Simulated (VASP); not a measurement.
A run of VASP 6.6.1:

File POSCAR:

```
PbSe
1.0
    3.8093844655      0.0000000000      0.0000000000
    0.0000000000      3.8093844655      0.0000000000
    0.0000000000      0.0000000000      3.8093844655
Pb Se
1 1
Direct
    0.0000000000      0.0000000000      0.0000000000
    0.5000000000      0.5000000000      0.5000000000
```

The input INCAR.step1:

```
PREC = Accurate
ENCUT = 520
ISMEAR = -1
SIGMA = 0.05
LREAL = False
LASPH = True
NELM = 80
NBANDS = 17
GGA = PE
ALGO = Normal
EDIFF = 1E-4
LWAVE = True
LCHARG = False
```

The input INCAR.step2:

```
PREC = Accurate
ENCUT = 520
EDIFF = 1E-6
ISMEAR = -1
SIGMA = 0.05
LREAL = False
LASPH = True
NELM = 80
ALGO = Normal
ISIF = 2
LWAVE = False
LCHARG = False
METAGGA = R2SCAN
LMIXTAU = True
NBANDS = 17
ISTART = 1
```

File KPOINTS:

```
regular mesh
0
Gamma
  7 7 7
```

Potentials or basis: VASP PAW PBE potentials, release 64 (Pb_d, Se).

Command:

```console
$ cat potpaw_PBE.64/Pb_d/POTCAR potpaw_PBE.64/Se/POTCAR > POTCAR
$ cp INCAR.step1 INCAR
$ mpirun -np 1 vasp_std > vasp.out
$ cp INCAR.step2 INCAR
$ mpirun -np 1 vasp_std > vasp.out
```

Hardware: 1 thread of AMD EPYC 7R13 Processor (Zen 3), with other jobs on the host.

Estimate the wall time of this run.

It took 56 s on 1 thread of AMD EPYC 7R13 Processor (Zen 3), with other jobs on the host, peak memory 0.14 GiB. Counts: k points 20.
